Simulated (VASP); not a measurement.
Ti, 1 atom in the cell. The structure is cubic, space group Im-3m (No. 229). The conventional cell has a = 3.278 Å, b = 3.278 Å, c = 3.278 Å, α = 90.00°, β = 90.00°, γ = 90.00°. Ti (site symmetry m-3m) has 14 Ti at 2.84 to 3.28 Å within 3.7 Å. 

- Program: VASP 6.6.1
- Task: single point
- Functional: BLYP
- Potentials or basis: VASP PAW PBE potentials, release 64 (Ti_sv)
- Cutoff: 520 eV
- k mesh: 11 × 11 × 11
- Occupations: fermi-dirac, width 0.05 eV
- Spin: no spin polarisation
- Dipole correction: no
- Further INCAR settings: ALGO = Normal; EDIFF = 1e-06; NBANDS = 12

Potentials or basis: VASP PAW PBE potentials, release 64 (Ti_sv).

Launch:

```console
$ cat potpaw_PBE.64/Ti_sv/POTCAR > POTCAR
$ mpirun -np 1 vasp_std > vasp.out
```

Hardware: 1 thread of AMD EPYC 7R13 Processor (Zen 3), on a shared host.

Q: How long does it take, and how much memory?

A: It took 14 s on 1 thread of AMD EPYC 7R13 Processor (Zen 3) (shared host), peak memory 0.11 GiB. Counts: scf iterations 12, k points 56.
